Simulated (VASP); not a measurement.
# SiC (Fm-3m) in VASP: settings compared

The runs below take SiC through single point, with PBE, r2SCAN.

Everything below comes from runs of VASP 6.6.1. Logs are shortened: lines on timing, memory, paths and dates and some standing lists are left out, and cuts for length are marked.

### Step 1. The cell of the first run

It takes space group Fm-3m (No. 225, cubic). The conventional cell has a = 4.028 Å, b = 4.028 Å, c = 4.028 Å, α = 90.00°, β = 90.00°, γ = 90.00°. Within 2.7 Å of Si (site symmetry m-3m) lie 6 C at 2.01 Å. C (site symmetry m-3m) has 6 Si at 2.01 Å within 2.7 Å.

### Step 2. Single point, PBE

INCAR reads:

```
SYSTEM = SiC
  PREC = Accurate
  ENCUT = 520
  EDIFF = 1E-7
  ISMEAR = 1
  SIGMA = 0.5
  LREAL = .FALSE.
  LASPH = .TRUE.
  NELM = 80
  ALGO = Normal
  ISIF = 2
  LWAVE = .FALSE.
  LCHARG = .TRUE.
  GGA = PE
  LELF = .TRUE.
  LVHAR = .TRUE.
  NBANDS = 11
```

KPOINTS reads:

```
regular mesh
0
G
  8 8 8
  0 0 0
```

POSCAR reads:

```
SiC
1.0
    0.0000000000      2.0138687949      2.0138687949
    2.0138687949      0.0000000000      2.0138687949
    2.0138687949      2.0138687949      0.0000000000
Si C
1 1
Direct
    0.0000000000      0.0000000000      0.0000000000
    0.5000000000      0.5000000000      0.5000000000
```

Potentials or basis: VASP PAW PBE potentials, release 64 (Si, C).

On the command line:

```sh
$ cat potpaw_PBE.64/Si/POTCAR potpaw_PBE.64/C/POTCAR > POTCAR
$ mpirun -np 1 vasp_std > vasp.out
```

OUTCAR:

```text
SYSTEM = SiC
   PREC = Accurate
   ENCUT = 520
   EDIFF = 1E-7
   ISMEAR = 1
   LREAL = .FALSE.
   LASPH = .TRUE.
   NELM = 80
   ISIF = 2
   GGA = PE

 ion  position               nearest neighbor table
   1  0.000  0.000  0.000-   2 2.01   2 2.01   2 2.01   2 2.01   2 2.01   2 2.01
   2  0.500  0.500  0.500-   1 2.01   1 2.01   1 2.01   1 2.01   1 2.01   1 2.01

  LATTYP: Found a face centered cubic cell.
 ALAT       =     4.0277375898

  Lattice vectors:

 A1 = (   0.0000000000,   2.0138687949,   2.0138687949)
 A2 = (   2.0138687949,   0.0000000000,   2.0138687949)
 A3 = (   2.0138687949,   2.0138687949,   0.0000000000)

Analysis of symmetry for initial positions (statically):
=====================================================================
 Subroutine PRICEL returns:
 Original cell was already a primitive cell.

 Routine SETGRP: Setting up the symmetry group for a
 face centered cubic supercell.

 Subroutine GETGRP returns: Found 48 space group operations
 (whereof 48 operations were pure point group operations)
 out of a pool of 48 trial point group operations.

The static configuration has the point symmetry O_h .

Analysis of symmetry for dynamics (positions and initial velocities):
=====================================================================
 Subroutine PRICEL returns:
 Original cell was already a primitive cell.

 Routine SETGRP: Setting up the symmetry group for a
 face centered cubic supercell.

 Subroutine GETGRP returns: Found 48 space group operations
 (whereof 48 operations were pure point group operations)
 out of a pool of 48 trial point group operations.

The dynamic configuration has the point symmetry O_h .

 Subroutine INISYM returns: Found 48 space group operations
 (whereof 48 operations are pure point group operations),
 and found     1 'primitive' translations

----------------------------------------------------------------------------------------

                                     Primitive cell

  volume of cell :      16.3352

  direct lattice vectors                    reciprocal lattice vectors
     0.000000000  2.013868795  2.013868795    -0.248278339  0.248278339  0.248278339
     2.013868795  0.000000000  2.013868795     0.248278339 -0.248278339  0.248278339
     2.013868795  2.013868795  0.000000000     0.248278339  0.248278339 -0.248278339

  length of vectors
     2.848040563  2.848040563  2.848040563     0.430030698  0.430030698  0.430030698

  position of ions in fractional coordinates (direct lattice)
     0.000000000  0.000000000  0.000000000
     0.500000000  0.500000000  0.500000000

[... 87 lines left out ...]
   NELECT =       8.0000    total number of electrons
   NUPDOWN=      -1.0000    fix difference up-down
   EMIN   =  10.00;   EMAX   =-10.00  energy-range for DOS
   EFERMI =   0.00;   METHOD = LEGACY
   ISMEAR =     1;   SIGMA  =   0.50  broadening in eV -4-tet -1-fermi 0-gaus
   EFERMI_NEDOS =   21; number of points for ismear=-14 and -15
   IALGO  =     38    algorithm
   IMIX   =      4    mixing-type and parameters
     AMIX     =   0.40;   BMIX     =  1.00
     AMIX_MAG =   1.60;   BMIX_MAG =  1.00
  volume/ion in A,a.u.               =       8.17        55.12
  Fermi-wavevector in a.u.,A,eV,Ry     =   1.290418  2.438536 22.656121  1.665178
  Thomas-Fermi vector in A             =   2.422251
   LORBIT       =      0    0 simple, 1 ext, 2 COOP (PROOUT), +10 PAW based schemes
   GGA     = PE    functional components
   LHFCALC =     F    Hartree Fock is set to
   AEXX    =    0.0000 exact exchange contribution
   IVDW    =     0    specifies the selected vdW correction
   LEPSILON=     F    determine dielectric tensor
   LRPA    =     F    only Hartree local field effects (RPA)
 non-spin polarized calculation
 Methfessel and Paxton  Order N= 1 SIGMA  =   0.50
  energy-cutoff  :      520.00
  volume of cell :       16.34
 maximum number of plane-waves:       459
 NGX is ok and might be reduce to    24
   NGX = 11   NGY = 11   NGZ = 11

 number of electron       8.0000000 magnetization

 Free energy of the ion-electron system (eV)
  ---------------------------------------------------
  ext. energy  EPLUGINS =         0.00000000
  ---------------------------------------------------
  free energy    TOTEN  =       -13.56507937 eV

  energy without entropy =      -13.56239291  energy(sigma->0) =      -13.56418389

 E-fermi :  12.6722     XC(G=0): -12.7673

 val. band max:       12.6451833075   @ k =   0.0000   0.0000   0.0000
 cond. band min:      12.6990998674   @ k =  -0.1250   0.1250   0.0000
 fundamental gap:      0.0539165599
 Fermi energy:        12.6721633760

 k-point     1 :       0.0000    0.0000    0.0000
  band No.  band energies     occupation
      1      -6.0076      2.00000
      2      12.6452      1.09119
      3      12.6452      1.09119
      4      12.6452      1.09118
      5      20.3959     -0.00000
      6      21.5921     -0.00000
      7      21.5921     -0.00000
      8      21.5921     -0.00000
      9      25.5525      0.00000
     10      25.5525      0.00000
     11      25.5525      0.00000
[... 309 lines left out ...]
 k-point    24 :      -0.3750    0.2500    0.1250
  band No.  band energies     occupation
      1       0.0830      2.00000
      2       2.0125      2.00000
      3       7.8587      2.00000
      4       9.3084      2.00000
      5      16.6991     -0.00000
      6      19.0313     -0.00000
      7      22.5413     -0.00000
      8      25.0451      0.00000
      9      27.1065      0.00000
     10      27.8015      0.00000
     11      31.5972      0.00000

 [... further k-points ...]

------------------------ aborting loop because EDIFF is reached ----------------------------------------

  FORCE on cell =-STRESS in cart. coord.  units (eV):
  Direction    XX          YY          ZZ          XY          YZ          ZX
  --------------------------------------------------------------------------------------
  -------------------------------------------------------------------------------------
  Total        0.6104806      0.6104806      0.6104806      0.0000000      0.0000000     -0.0000000
  in kB       59.8768482     59.8768482     59.8768482      0.0000000      0.0000000     -0.0000000
  external PRESSURE =      59.8768482 kB  Pullay stress =       0.0000000 kB

 VOLUME and BASIS-vectors are now :
 -----------------------------------------------------------------------------
  energy-cutoff  :      520.00
  volume of cell :       16.34
      direct lattice vectors                 reciprocal lattice vectors
     0.000000000  2.013868795  2.013868795    -0.248278339  0.248278339  0.248278339
     2.013868795  0.000000000  2.013868795     0.248278339 -0.248278339  0.248278339
     2.013868795  2.013868795  0.000000000     0.248278339  0.248278339 -0.248278339

 POSITION                                       TOTAL-FORCE (eV/Angst)
 -----------------------------------------------------------------------------------
      0.00000      0.00000      0.00000        -0.000000     -0.000000      0.000000
      2.01387      2.01387      2.01387         0.000000      0.000000     -0.000000
 -----------------------------------------------------------------------------------
    total drift:                               -0.000000     -0.000000      0.000000

  FREE ENERGIE OF THE ION-ELECTRON SYSTEM (eV)
  ---------------------------------------------------
  free  energy   TOTEN  =       -13.5650793745 eV

  energy  without entropy=      -13.5623929064  energy(sigma->0) =      -13.56418389
```

stdout:

```text
POSCAR found type information on POSCAR SiC
 POSCAR found :  2 types and       2 ions
 scaLAPACK will be used
 LDA part: xc-table for (Slater+PW92), standard interpolation
 POSCAR, INCAR and KPOINTS ok, starting setup
 FFT: planning ... GRIDC
 FFT: planning ... GRID_SOFT
 FFT: planning ... GRID
 WAVECAR not read
 entering main loop
```

Run time: 6.2 s. Hardware: 1 thread of AMD EPYC 7R13 (Zen 3), shared host; peak memory 0.1 GiB.

Results:

* Free energy: -13.5651 eV
* Pressure: 6.0 GPa
* Band gap on the k mesh: zero (bands 4 and 5 overlap by 0.89 eV)

Caveat: the cell stands under pressure; so wide a smearing shifts energies and pressures.

### Step 3. Single point, r2SCAN

POSCAR is that of step 2.

INCAR.step1 reads:

```
PREC = Accurate
ENCUT = 520
ISMEAR = -1
SIGMA = 0.02
LREAL = F
LASPH = T
NELM = 80
NBANDS = 11
GGA = PE
ALGO = Normal
EDIFF = 1E-4
LWAVE = T
LCHARG = F
```

INCAR.step2 reads:

```
PREC = Accurate
ENCUT = 520
EDIFF = 1E-7
ISMEAR = -1
SIGMA = 0.02
LREAL = F
LASPH = T
NELM = 80
ALGO = Normal
ISIF = 2
LWAVE = F
LCHARG = T
METAGGA = R2SCAN
LMIXTAU = T
LELF = T
LVHAR = T
NBANDS = 11
ISTART = 1
```

KPOINTS reads:

```
regular mesh
0
Gamma
  8 8 8
```

Potentials or basis: VASP PAW PBE potentials, release 64 (Si, C).

On the command line:

```sh
$ cat potpaw_PBE.64/Si/POTCAR potpaw_PBE.64/C/POTCAR > POTCAR
$ cp INCAR.step1 INCAR
$ mpirun -np 1 vasp_std > vasp.out
$ cp INCAR.step2 INCAR
$ mpirun -np 1 vasp_std > vasp.out
```

Wall time 31 s (1 thread of AMD EPYC 7R13 (Zen 3), shared host); peak memory 0.1 GiB.

Results (log left out):

* Free energy: -17.6551 eV
* Pressure: -0.3 GPa
* Band gap on the k mesh: zero (bands 4 and 5 overlap by 0.66 eV)

Levels at points of the mesh, in eV from the Fermi level:
| k point | band 1 | band 2 | band 3 | band 4 | band 5 | band 6 | band 7 | band 8 |
| --- | --- | --- | --- | --- | --- | --- | --- | --- |
| (0.00, 0.00, 0.00) | -19.69 | -0.06 | -0.06 | -0.06 | 8.36 | 9.34 | 9.34 | 9.34 |
| (0.50, 0.00, 0.00) | -14.32 | -12.20 | -1.25 | -1.25 | 5.65 | 5.65 | 6.49 | 10.70 |
| (0.50, 0.50, 0.00) | -12.45 | -10.44 | -4.69 | -4.69 | -0.69 | 2.83 | 16.16 | 16.16 |

Caveat: semilocal functionals underestimate gaps, so a narrow gap can read as zero; the PAW data sets were made with another functional, which shifts forces and pressure a little.
